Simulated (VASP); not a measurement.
As, 1 atom in the cell. The structure is tetragonal, space group P4/mmm (No. 123). Conventional cell: a = 2.771 Å, b = 2.771 Å, c = 2.704 Å, α = 90.00°, β = 90.00°, γ = 90.00°. Within 3.6 Å of As (site symmetry 4/mmm) lie 6 As at 2.70 to 2.77 Å.  This cell differs from its parent crystal: strain +0.0250 x Voigt [1, 1, 0, 0, 0, 0].

```yaml
Program: VASP 6.6.1
Task: single point
Functional: PBE
Potentials_or_basis: VASP PAW PBE potentials, release 64 (As)
Cutoff: 520 eV
k_mesh: 18 × 18 × 18
Occupations: gaussian, width 0.15 eV
Spin: no spin polarisation
Dipole_correction: no
Further_INCAR_settings: ALGO = Normal; EDIFF = 1e-06; NBANDS = 8
```

Potentials or basis: VASP PAW PBE potentials, release 64 (As).

The run is started by

```console
$ cat potpaw_PBE.64/As/POTCAR > POTCAR
$ mpirun -np 1 vasp_std > vasp.out
```

Hardware: 1 thread of Intel(R) Xeon(R) Platinum 8488C (Sapphire Rapids), on a shared host.

**Question.** How long does it take, and how much memory?

**Answer.** Wall time 42 s on 1 thread of Intel(R) Xeon(R) Platinum 8488C (Sapphire Rapids), on a shared host, peak memory 0.2 GiB. Counts: scf iterations 10, k points 550.
